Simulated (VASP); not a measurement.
# SnO2 (C2/m) in VASP: further runs

The runs below take SnO2 through single point, with PBE.

Everything below comes from runs of VASP 6.6.1. Logs are shortened: lines on timing, memory, paths and dates and some standing lists are left out, and cuts for length are marked.

**1. The cell of the first run**

It takes space group C2/m (No. 12, monoclinic). The conventional cell has a = 6.601 Å, b = 6.800 Å, c = 3.187 Å, α = 90.00°, β = 92.45°, γ = 90.00°. Within 2.7 Å of Sn (site symmetry 2/m) lie 6 O at 2.02 to 2.07 Å. Within 2.7 Å of Sn (site symmetry 2/m) lie 6 O at 2.00 to 2.09 Å. Within 2.7 Å of O (site symmetry m) lie 3 Sn at 2.00 to 2.09 Å and 1 O at 2.57 Å. O (site symmetry 2) has 3 Sn at 2.07 to 2.08 Å and 1 O at 2.64 Å within 2.7 Å.

**2. Single point, PBE (equal xy, yz and zx shear strains of -3 %)**

INCAR reads:

```
PREC = Accurate ; ENCUT = 520
EDIFF = 1E-7 ; ISMEAR = -1
SIGMA = 0.03 ; LREAL = F
LASPH = T ; NELM = 80
ALGO = Normal ; ISIF = 2
LWAVE = F ; LCHARG = F
GGA = PE ; NBANDS = 35
```

KPOINTS reads:

```
regular mesh
0
Gamma
  4 4 6
```

POSCAR reads:

```
SnO2
1.0
    4.7373500000     -0.0710602500     -0.0710602500
   -0.0710602500      4.7373500000     -0.0710602500
   -0.0477960000     -0.0477960000      3.1864000000
Sn O
2 4
Direct
    0.0000000000      0.0000000000      0.0000000000
    0.5000000000      0.5000000000      0.5000000000
    0.3056200000      0.3056200000      0.0000000000
    0.1943800000      0.8056200000      0.5000000000
    0.6943800000      0.6943800000      0.0000000000
    0.8056200000      0.1943800000      0.5000000000
```

Potentials or basis: VASP PAW PBE potentials, release 64 (Sn_d, O).

Started as:

```console
cat potpaw_PBE.64/Sn_d/POTCAR potpaw_PBE.64/O/POTCAR > POTCAR
mpirun -np 1 vasp_std > vasp.out
```

OUTCAR:

```text
PREC = Accurate
   ENCUT = 520
   EDIFF = 1E-7
   ISMEAR = -1
   LREAL = F
   LASPH = T
   NELM = 80
   ISIF = 2
   GGA = PE

 ion  position               nearest neighbor table
   1  0.000  0.000  0.000-   3 2.02   5 2.02   4 2.07   6 2.07   4 2.07   6 2.07   2 3.60   2 3.60
                             2 3.73   2 3.73   2 3.75   2 3.75   2 3.75   2 3.75
   2  0.500  0.500  0.500-   5 2.00   3 2.00   6 2.08   4 2.08   3 2.09   5 2.09   1 3.60   1 3.60
                             1 3.73   1 3.73   1 3.75   1 3.75   1 3.75   1 3.75
   3  0.306  0.306  0.000-   2 2.00   1 2.02   2 2.09
   4  0.194  0.806  0.500-   1 2.07   1 2.07   2 2.08
   5  0.694  0.694  0.000-   2 2.00   1 2.02   2 2.09
   6  0.806  0.194  0.500-   1 2.07   1 2.07   2 2.08

  LATTYP: Found a base centered monoclinic cell.
 ALAT       =     8.9779687500
 B/A-ratio  =     0.7574228847
 C/A-ratio  =     0.3549930890
 COS(beta)  =    -0.6785708604

  Lattice vectors:

 A1 = (  -4.6895540000,   0.1188562500,  -3.1153397500)
 A2 = (   0.1188562500,  -4.6895540000,  -3.1153397500)
 A3 = (  -0.0477960000,  -0.0477960000,   3.1864000000)

Analysis of symmetry for initial positions (statically):
=====================================================================
 Subroutine PRICEL returns:
 Original cell was already a primitive cell.

 Routine SETGRP: Setting up the symmetry group for a
 base centered monoclinic supercell.

 Subroutine GETGRP returns: Found  4 space group operations
 (whereof  4 operations were pure point group operations)
 out of a pool of  4 trial point group operations.

The static configuration has the point symmetry C_2h.

Analysis of symmetry for dynamics (positions and initial velocities):
=====================================================================
 Subroutine PRICEL returns:
 Original cell was already a primitive cell.

 Routine SETGRP: Setting up the symmetry group for a
 base centered monoclinic supercell.

 Subroutine GETGRP returns: Found  4 space group operations
 (whereof  4 operations were pure point group operations)
 out of a pool of  4 trial point group operations.

The dynamic configuration has the point symmetry C_2h.

 Subroutine INISYM returns: Found  4 space group operations
 (whereof  4 operations are pure point group operations),
 and found     1 'primitive' translations

----------------------------------------------------------------------------------------

                                     Primitive cell

  volume of cell :      71.4620

  direct lattice vectors                    reciprocal lattice vectors
     4.737350000 -0.071060250 -0.071060250     0.211184958  0.003216015  0.003216015
    -0.071060250  4.737350000 -0.071060250     0.003216015  0.211184958  0.003216015
    -0.047796000 -0.047796000  3.186400000     0.004781379  0.004781379  0.313977235

  length of vectors
     4.738415784  4.738415784  3.187116859     0.211233927  0.211233927  0.314050039

  position of ions in fractional coordinates (direct lattice)
     0.000000000  0.000000000  0.000000000
     0.500000000  0.500000000  0.500000000
     0.305620000  0.305620000  1.000000000
     0.194380000  0.805620000  0.500000000
     0.694380000  0.694380000  1.000000000
     0.805620000  0.194380000  0.500000000

  ion indices of the primitive-cell ions
   primitive index   ion index
                 1           1
                 2           2
                 3           3
                 4           4
                 5           5
                 6           6

----------------------------------------------------------------------------------------

 KPOINTS: regular mesh

Automatic generation of k-mesh.
 Grid dimensions read from file:
 generate k-points for:    4    4    6

 Generating k-lattice:

  Cartesian coordinates                     Fractional coordinates (reciprocal lattice)
     0.052796240  0.000804004  0.000804004     0.250000000 -0.000000000  0.000000000
     0.000804004  0.052796240  0.000804004    -0.000000000  0.250000000  0.000000000
     0.000796897  0.000796897  0.052329539    -0.000000000 -0.000000000  0.166666667

  Length of vectors
     0.052808482  0.052808482  0.052341673

  Shift w.r.t. Gamma in fractional coordinates (k-lattice)
     0.000000000  0.000000000  0.000000000

 Subroutine IBZKPT returns following result:
 ===========================================

 Found     34 irreducible k-points:

 Following reciprocal coordinates:
            Coordinates               Weight
  0.000000  0.000000  0.000000      1.000000
  0.250000  0.000000  0.000000      4.000000
  0.500000  0.000000  0.000000      2.000000
  0.250000  0.250000  0.000000      2.000000
  0.500000  0.250000  0.000000      4.000000
 -0.250000  0.250000  0.000000      2.000000
[... 16 lines left out ...]
  0.500000  0.250000  0.333333      4.000000
 -0.250000  0.250000  0.333333      4.000000
 [... further k-points ...]
   k-points           NKPTS =     34   k-points in BZ     NKDIM =     34   number of bands    NBANDS=     35
   number of dos      NEDOS =    301   number of ions     NIONS =      6
   total plane-waves  NPLWV =  31104
   dimension x,y,z NGX =    36 NGY =   36 NGZ =   24
   dimension x,y,z NGXF=    72 NGYF=   72 NGZF=   48
   ions per type =               2   4
   NGX,Y,Z   is equivalent  to a cutoff of  12.63, 12.63, 12.52 a.u.
   NGXF,Y,Z  is equivalent  to a cutoff of  25.26, 25.26, 25.04 a.u.
 SYSTEM =  unknown system
   PREC   = accura    normal or accurate (medium, high low for compatibility)
   ISTART =      0    job   : 0-new  1-cont  2-samecut
   ICHARG =      2    charge: 1-file 2-atom 10-const
   ISPIN  =      1    spin polarized calculation?
   LNONCOLLINEAR =      F non collinear calculations
   LSORBIT =      F    spin-orbit coupling
   LASPH  =      T    aspherical Exc in radial PAW
   ENCUT  =  520.0 eV  38.22 Ry    6.18 a.u.   8.81  8.81  5.93*2*pi/ulx,y,z
   NELM   =     80;   NELMIN=  2; NELMDL= -5     # of ELM steps
   EDIFF  = 0.1E-06   stopping-criterion for ELM
   LREAL  =      F    real-space projection
   EDIFFG = 0.1E-05   stopping-criterion for IOM
   NSW    =      0    number of steps for IOM
   IBRION =     -1    ionic relax: 0-MD 1-quasi-New 2-CG
   NFREE  =      0    steps in history (QN), initial steepest desc. (CG)
   ISIF   =      2    stress and relaxation
   ISYM   =      2    0-nonsym 1-usesym 2-fastsym
   POTIM  = 0.5000    time-step for ionic-motion
   TEBEG  =    0.0;   TEEND  =   0.0 temperature during run
   PSTRESS=    0.0 pullay stress
   NELECT =      52.0000    total number of electrons
   NUPDOWN=      -1.0000    fix difference up-down
   EMIN   =  10.00;   EMAX   =-10.00  energy-range for DOS
   EFERMI =   0.00;   METHOD = LEGACY
   ISMEAR =    -1;   SIGMA  =   0.03  broadening in eV -4-tet -1-fermi 0-gaus
   EFERMI_NEDOS =   21; number of points for ismear=-14 and -15
   IALGO  =     38    algorithm
   IMIX   =      4    mixing-type and parameters
     AMIX     =   0.40;   BMIX     =  1.00
     AMIX_MAG =   1.60;   BMIX_MAG =  1.00
  volume/ion in A,a.u.               =      11.91        80.37
  Fermi-wavevector in a.u.,A,eV,Ry     =   1.472485  2.782593 29.500323  2.168213
  Thomas-Fermi vector in A             =   2.587494
   LORBIT       =      0    0 simple, 1 ext, 2 COOP (PROOUT), +10 PAW based schemes
   GGA     = PE    functional components
   LHFCALC =     F    Hartree Fock is set to
   AEXX    =    0.0000 exact exchange contribution
   IVDW    =     0    specifies the selected vdW correction
   LEPSILON=     F    determine dielectric tensor
   LRPA    =     F    only Hartree local field effects (RPA)
 non-spin polarized calculation
  energy-cutoff  :      520.00
  volume of cell :       71.46
 maximum number of plane-waves:      1942
   NGX = 17   NGY = 17   NGZ = 11

 number of electron      51.9999980 magnetization

 Free energy of the ion-electron system (eV)
  ---------------------------------------------------
  ext. energy  EPLUGINS =         0.00000000
  ---------------------------------------------------
  free energy    TOTEN  =       -37.06625960 eV

  energy without entropy =      -37.06625960  energy(sigma->0) =      -37.06625960

 E-fermi :   6.8217     XC(G=0): -11.2649

 val. band max:        6.1723434406   @ k =   0.0000   0.0000   0.0000
 cond. band min:       7.4174166673   @ k =   0.0000   0.0000   0.0000
 fundamental gap:      1.2450732266
 Fermi energy:         6.8216889325

 k-point     1 :       0.0000    0.0000    0.0000
  band No.  band energies     occupation
      1     -15.0035      2.00000
      2     -14.1660      2.00000
      3     -13.9749      2.00000
      4     -13.9115      2.00000
      5     -13.8031      2.00000
      6     -13.7888      2.00000
[... 27 lines left out ...]
     34      18.5660      0.00000
     35      18.7960      0.00000

 k-point     2 :       0.2500    0.0000    0.0000
  band No.  band energies     occupation
      1     -14.9046      2.00000
      2     -14.2843      2.00000
      3     -13.9747      2.00000
      4     -13.9351      2.00000
      5     -13.8304      2.00000
      6     -13.7945      2.00000
[... 27 lines left out ...]
     34      18.3631      0.00000
     35      18.7768      0.00000

 k-point     3 :       0.5000    0.0000    0.0000
  band No.  band energies     occupation
      1     -14.6880      2.00000
      2     -14.5518      2.00000
      3     -13.9744      2.00000
      4     -13.9462      2.00000
      5     -13.8427      2.00000
      6     -13.7817      2.00000
[... 27 lines left out ...]
     34      18.6679      0.00000
     35      18.8351      0.00000
[... 723 lines left out ...]
 k-point    23 :       0.5000    0.2500    0.3333
  band No.  band energies     occupation
      1     -14.8543      2.00000
      2     -14.5555      2.00000
      3     -14.1373      2.00000
      4     -14.0823      2.00000
      5     -13.7951      2.00000
      6     -13.7848      2.00000
[... 27 lines left out ...]
     34      18.2091      0.00000
     35      18.8233      0.00000

 k-point    24 :      -0.2500    0.2500    0.3333
  band No.  band energies     occupation
      1     -14.7098      2.00000
      2     -14.6203      2.00000
      3     -14.3775      2.00000
      4     -13.9104      2.00000
      5     -13.7904      2.00000
      6     -13.7820      2.00000
[... 27 lines left out ...]
     34      18.2322      0.00000
     35      18.7295      0.00000

 [... further k-points ...]
[... 5 lines left out ...]
  --------------------------------------------------------------------------------------
  -------------------------------------------------------------------------------------
  Total        5.0144841      5.0144841      6.2038278      2.9441408      1.6559732      1.6559731
  in kB      112.4247123    112.4247123    139.0897933     66.0076246     37.1269119     37.1269097
  external PRESSURE =     121.3130726 kB  Pullay stress =       0.0000000 kB

 VOLUME and BASIS-vectors are now :
 -----------------------------------------------------------------------------
  energy-cutoff  :      520.00
  volume of cell :       71.46
      direct lattice vectors                 reciprocal lattice vectors
     4.737350000 -0.071060250 -0.071060250     0.211184958  0.003216015  0.003216015
    -0.071060250  4.737350000 -0.071060250     0.003216015  0.211184958  0.003216015
    -0.047796000 -0.047796000  3.186400000     0.004781379  0.004781379  0.313977235

 POSITION                                       TOTAL-FORCE (eV/Angst)
 -----------------------------------------------------------------------------------
      0.00000      0.00000      0.00000         0.000000      0.000000     -0.000000
      2.30925      2.30925      1.52214         0.000000      0.000000     -0.000000
      1.42611      1.42611     -0.04343         0.019136      0.019136     -0.426154
      0.83970      3.77879      1.52214         0.100452     -0.100452      0.000000
      3.24018      3.24018     -0.09869        -0.019136     -0.019136      0.426154
      3.77879      0.83970      1.52214        -0.100452      0.100452      0.000000
 -----------------------------------------------------------------------------------
    total drift:                                0.000000      0.000000      0.000000

  FREE ENERGIE OF THE ION-ELECTRON SYSTEM (eV)
  ---------------------------------------------------
  free  energy   TOTEN  =       -37.0662595990 eV

  energy  without entropy=      -37.0662595989  energy(sigma->0) =      -37.06625960
```

It took 2.4 min on 1 thread of AMD EPYC 7R13, shared host; peak memory 0.18 GiB.

What came out:

| Property | Result |
| --- | --- |
| Free energy | -37.0663 eV |
| Pressure | 12.1 GPa |
| Largest force | 0.427 eV/Å |
| Band gap on the k mesh | 1.25 eV, direct |

Forces on the atoms (eV/Å):
```
Sn   0.000  0.000  0.000
Sn   0.000  0.000  0.000
O    0.019  0.019 -0.426
O    0.100 -0.100  0.000
O   -0.019 -0.019  0.426
O   -0.100  0.100  0.000
```

Caveat: the cell differs from its parent crystal (equal xy, yz and zx shear strains of -3 %); spin-orbit coupling is left out, which moves the levels of the heavy elements.

**3. Single point, PBE (equal xy, yz and zx shear strains of +3 %)**

INCAR reads:

```
SYSTEM = SnO2
ALGO = Normal
EDIFF = 1E-6
ENCUT = 520
GGA = PE
ISIF = 2
ISMEAR = -1
LASPH = .TRUE.
LCHARG = .FALSE.
LREAL = .FALSE.
LWAVE = .FALSE.
NBANDS = 35
NELM = 100
PREC = Accurate
SIGMA = 0.03
```

KPOINTS reads:

```
k-points
0
G
  4 4 6
  0 0 0
```

Edit POSCAR of step 2 so:

```diff
@@ -2,5 +2,5 @@
 1.0
-    4.7373500000     -0.0710602500     -0.0710602500
-   -0.0710602500      4.7373500000     -0.0710602500
-   -0.0477960000     -0.0477960000      3.1864000000
+    4.7373500000      0.0710602500      0.0710602500
+    0.0710602500      4.7373500000      0.0710602500
+    0.0477960000      0.0477960000      3.1864000000
 Sn O
```

Potentials or basis: VASP PAW PBE potentials, release 64 (Sn_d, O).

Started as:

```console
cat potpaw_PBE.64/Sn_d/POTCAR potpaw_PBE.64/O/POTCAR > POTCAR
mpirun -np 1 vasp_std > vasp.out
```

It took 53 s on 1 thread of Intel Xeon Platinum 8259CL at 2.50GHz (Skylake/Cascade Lake), shared host; peak memory 0.21 GiB.

It converged, with:

```
Free energy            : -37.0716 eV
Pressure               : 12.1 GPa
Largest force          : 0.419 eV/Å
Band gap on the k mesh : 1.24 eV, direct
```

Forces in eV/Å, atoms in the order of the input:
```
Sn   0.000  0.000  0.000
Sn   0.000  0.000  0.000
O   -0.148 -0.148  0.363
O   -0.071  0.071  0.000
O    0.148  0.148 -0.363
O    0.071 -0.071  0.000
```

Stress tensor (GPa, compression positive):
```
11.23 -6.31 -3.47
-6.31 11.23 -3.47
-3.47 -3.47 13.83
```

Levels at points of the mesh, in eV from the valence-band top:
| k point | band 23 | band 24 | band 25 | band 26 | band 27 | band 28 | band 29 | band 30 |
| --- | --- | --- | --- | --- | --- | --- | --- | --- |
| (0.00, 0.00, 0.00) | -1.11 | -0.87 | -0.70 | 0.00 | 1.24 | 6.21 | 6.23 | 6.35 |
| (0.50, 0.00, 0.00) | -1.30 | -1.10 | -0.64 | -0.60 | 4.31 | 4.55 | 7.03 | 7.14 |
| (0.50, 0.50, 0.00) | -1.46 | -1.20 | -1.08 | -0.75 | 4.74 | 4.99 | 7.49 | 7.51 |
| (0.00, 0.00, 0.50) | -1.77 | -1.59 | -1.47 | -1.06 | 6.11 | 6.27 | 9.62 | 9.69 |
| (0.50, 0.00, 0.50) | -1.24 | -0.98 | -0.79 | -0.63 | 6.36 | 6.58 | 7.76 | 8.32 |
| (0.50, 0.50, 0.50) | -1.10 | -1.00 | -0.83 | -0.68 | 4.71 | 4.96 | 8.73 | 9.06 |

Caveat: the cell differs from its parent crystal (equal xy, yz and zx shear strains of +3 %); spin-orbit coupling is left out, which moves the levels of the heavy elements.
